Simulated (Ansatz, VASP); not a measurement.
## KCl in VASP and in Ansatz

INCAR

```
SYSTEM = KCl
PREC = Accurate ; ENCUT = 520
EDIFF = 1E-8 ; ISMEAR = -1
SIGMA = 0.03 ; LREAL = .False.
LASPH = .True. ; NELM = 100
ALGO = Normal ; ISIF = 2
LWAVE = .False. ; LCHARG = .False.
LEFG = .True. ; NBANDS = 15
```

File KPOINTS:

```
Automatic mesh
0
Gamma
  7 7 7
  0 0 0
```

File POSCAR:

```
KCl
1.0
    0.0000000000      3.1976323944      3.1976323944
    3.1976323944      0.0000000000      3.1976323944
    3.1976323944      3.1976323944      0.0000000000
K Cl
1 1
Direct
    0.0000000000      0.0000000000      0.0000000000
    0.5000000000      0.5000000000      0.5000000000
```

Input for Ansatz:

```yaml
crystal:
  lattice:
    - [0.0, 3.1976323944, 3.1976323944]
    - [3.1976323944, 0.0, 3.1976323944]
    - [3.1976323944, 3.1976323944, 0.0]
  atoms:
    - { symbol: K, position: [0.0, 0.0, 0.0] }
    - { symbol: Cl, position: [0.5, 0.5, 0.5] }
kpoints:
  mp_grid: { grid: [7, 7, 7] }
scf:
  occupations: { method: fermi_dirac, width: 0.03 }
hamiltonian:
  xc: lda
  pseudopotentials: { kind: all_electron, datasets: crystal }
output:
  forces: true
  stress: true
  eigenvalues: true
  efg: { contact_densities: true }
```

Change from the starting cell: volume scaled by 1.04, crystal datasets.

Alike in both runs: task electric field gradients; functional LDA; k mesh 7 × 7 × 7; occupations fermi-dirac, width 0.03 eV; no spin polarisation.

```csv
,VASP,Ansatz
version,VASP 6.6.1,Ansatz 0.2.0
potentials or method,"VASP PAW LDA potentials, release 64 (K_sv, Cl), cutoff 520 eV","all-electron PAW with datasets made for the crystal, scalar-relativistic"
```

|  | VASP | Ansatz | Ansatz less VASP |
| --- | --- | --- | --- |
| gap on the k mesh at the Fermi level (eV) | 4.59 | 4.59 | -0.004 |
| pressure (GPa) | -2.5 | -2.5 | -0.02 |

LDA's correlation is that of Perdew and Zunger in VASP and of Perdew and Wang (1992) in Ansatz. Ansatz ran all-electron here, and VASP with PAW potentials.
